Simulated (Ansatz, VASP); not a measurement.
# Pt: VASP beside Ansatz

```
CELL_PARAMETERS angstrom
2.76067 0.00000 0.00000
-1.38033 2.39081 0.00000
0.00000 0.00000 4.79213
ATOMIC_POSITIONS crystal
Pt 0.33333 0.66667 0.25000
Pt 0.66667 0.33333 0.75000
```

Alike in both runs: task single point; functional HSE06; k mesh 6 × 6 × 4; occupations fermi-dirac, width 0.05 eV; no spin polarisation.

```csv
,VASP,Ansatz
version,VASP 6.6.1,Ansatz 0.2.0
potentials or method,"VASP PAW PBE potentials, release 64 (Pt)",Ansatz PAW
plane-wave cutoff (eV),520,420
valence electrons in the cell,20,36
```

Ansatz gave:

* gap on the k mesh at the Fermi level (eV): none
* pressure (GPa): -9.8
* traceless stress, the component that is largest in VASP (GPa): -0.05

Q: Which values does VASP return?

A: gap on the k mesh at the Fermi level (eV): none; pressure (GPa): -9.5; traceless stress, the component that is largest in VASP (GPa): -0.11.

A gap of «none» marks a metal or a gap that the smearing closes. With one functional, cell and mesh, what is left measures potentials, basis and numerics. VASP's potentials hold 20 valence electrons a cell and Ansatz's 36, so a difference there can come from the potentials and not from the codes.

The k mesh is coarse, so the values compare programs but aren't converged. Neither program's run includes spin-orbit coupling.
